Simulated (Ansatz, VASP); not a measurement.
# Yb: VASP beside Ansatz

```
Yb
1.0
    -1.94135    1.94135    1.94135
     1.94135   -1.94135    1.94135
     1.94135    1.94135   -1.94135
Yb
1
Direct
  0.00000 0.00000 0.00000
```

Alike in both runs: functional LDA; k mesh 10 × 10 × 10; occupations fermi-dirac, width 0.1 eV; no spin polarisation.

Ansatz relaxed the structure, and its values are those at the end. VASP's run is a single point on that final structure, the one shown.

|  | VASP | Ansatz |
| --- | --- | --- |
| version | VASP 6.6.1 | Ansatz 0.2.0 |
| potentials or method | VASP PAW PBE potentials, release 64 (Yb), cutoff 520 eV | plane waves (420 eV) with PAW, scalar-relativistic |
| valence electrons in the cell | 24 | 24 |

|  | VASP | Ansatz | Ansatz less VASP |
| --- | --- | --- | --- |
| pressure (GPa) | 0.3 | 0.0 | -0.33 |

VASP's potentials were made for PBE, not for LDA, and Ansatz warns of the same on its side. LDA's correlation is that of Perdew and Zunger in VASP and of Perdew and Wang (1992) in Ansatz.

Spin-orbit coupling is off throughout.
